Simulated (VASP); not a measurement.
Wanted: the native input for a VASP 6.6.1 run.

| Quantity | Value |
| --- | --- |
| Task | single point |
| Functional | PBE |
| Potentials or basis | VASP PAW PBE potentials, release 64 (Sn_d, W_sv) |
| Cutoff | 520 eV |
| k mesh | 10 × 10 × 10 |
| Occupations | gaussian, width 0.02 eV |
| Spin | no spin polarisation |
| Dipole correction | no |
| Further INCAR settings | ALGO = Normal; EDIFF = 1e-07; NBANDS = 36 |

The structure of SnW lies in POSCAR:

```
SnW
1.0
    0.0000000000      3.3761795688      3.3761795688
    3.3761795688      0.0000000000      3.3761795688
    3.3761795688      3.3761795688      0.0000000000
Sn W
2 2
Direct
    0.0000000000      0.0000000000      0.0000000000
    0.2500000000      0.2500000000      0.2500000000
    0.5000000000      0.5000000000      0.5000000000
    0.7500000000      0.7500000000      0.7500000000
```

One way to write it, as run:

INCAR

```
PREC     = Accurate       # precision mode
ENCUT    = 520            # plane-wave cutoff, eV
EDIFF    = 1E-7           # SCF threshold, eV
ISMEAR   = 0              # smearing method
SIGMA    = 0.02           # smearing width, eV
LREAL    = F              # projectors in reciprocal space
LASPH    = T              # aspherical terms in the spheres
NELM     = 100            # most SCF steps
ALGO     = Normal         # electronic algorithm
ISIF     = 2              # what is computed and relaxed
LWAVE    = F              # write WAVECAR
LCHARG   = F              # write CHGCAR
GGA      = PE             # functional
NBANDS   = 36             # bands
```

KPOINTS

```
Automatic mesh
0
Gamma
  10 10 10
```

Potentials or basis: VASP PAW PBE potentials, release 64 (Sn_d, W_sv).

Launch:

```console
$ cat potpaw_PBE.64/Sn_d/POTCAR potpaw_PBE.64/W_sv/POTCAR > POTCAR
$ mpirun -np 1 vasp_std > vasp.out
```

Results of the run:

* Pressure: 0.0 GPa
* Band gap on the k mesh: zero (band 28 reaches 10.93 eV, above the bottom of band 29 at 10.45 eV)

Caveat: spin-orbit coupling is left out, which moves the levels of the heavy elements.

Run time: 79 s on 1 thread of AMD EPYC 9R45 96-Core Processor (Zen 5), with other jobs on the host, peak memory 0.24 GiB.
